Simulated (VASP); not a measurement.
Runs of VASP 6.6.1 on SnO2. The structure is that of space group P4_2/mnm (No. 136), or close to it. The cells are those of the table. 

```csv
cell,gap on the mesh (eV),pressure (GPa),largest force (eV/Å)
"a = 4.543, b = 4.543, c = 3.656 Å, 6 atoms",0.46,-1.1,0.52
"a = 4.964, b = 4.964, c = 3.063 Å, 6 atoms",(a),4.7,0.20
"a = 5.096, b = 5.096, c = 2.906 Å, 6 atoms",(c),10.4,0.38
"a = 5.200, b = 5.200, c = 2.790 Å, 6 atoms",1.44,(b),0.53
"a = 4.750, b = 4.750, c = 3.345 Å, 6 atoms",0.51,-0.9,0.09
```

Alike in all rows: task single point; level PBE; potentials or basis VASP PAW PBE potentials, release 64 (Sn_d, O); no spin polarisation; k mesh 6 × 6 × 10; cutoff (eV) 520; smearing gaussian 0.05 eV.

**Question.** Fill in the values left out.

**Answer.** (a) 1.01; (b) 15.8; (c) 1.29.

Caveats: spin-orbit coupling is left out, which moves the levels of the heavy elements; semilocal functionals underestimate gaps, and a narrow one can read as zero (at least some runs); the stress differs along the axes, from -20 to 8 GPa (at least some runs); the stress differs along the axes, from -2 to 17 GPa (at least some runs); the stress differs along the axes, from -3 to 37 GPa (at least some runs); the stress differs along the axes, from -4 to 55 GPa (at least some runs); the stress differs along the axes, from -7 to 2 GPa (at least some runs).

A k mesh can miss the band edges, and the runs leave out spin-orbit coupling on Sn.
